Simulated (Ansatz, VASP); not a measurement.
## One calculation of Li, two programs

```
Li
1.0
     0.00000    2.01175    2.01175
     2.01175    0.00000    2.01175
     2.01175    2.01175    0.00000
Li
1
Direct
  0.00000 0.00000 0.00000
```

Alike in both runs: task relaxation of cell and atoms; functional PBE; k mesh 17 × 17 × 17; occupations fermi-dirac, width 0.08 eV; no spin polarisation.

|  | VASP | Ansatz |
| --- | --- | --- |
| version | VASP 6.6.1 | Ansatz 0.2.0 |
| potentials or method | VASP PAW PBE potentials, release 64 (Li_sv) | PAW with Ansatz's default frozen-core files, scalar-relativistic |
| plane-wave cutoff (eV) | 600 | 420 |
| valence electrons in the cell | 3 | 3 |

```tsv
	VASP	Ansatz	Ansatz less VASP
relaxed volume (Å³/atom)	20.11	20.20	+0.089
relaxed cell length with the largest relative difference (Å)	3.052	3.057	+0.0045
```

Noted on VASP's run: the cutoff is short for stress, so the pressure is rough; the volume moved by over 15 % at a fixed basis, so the end points are rough.
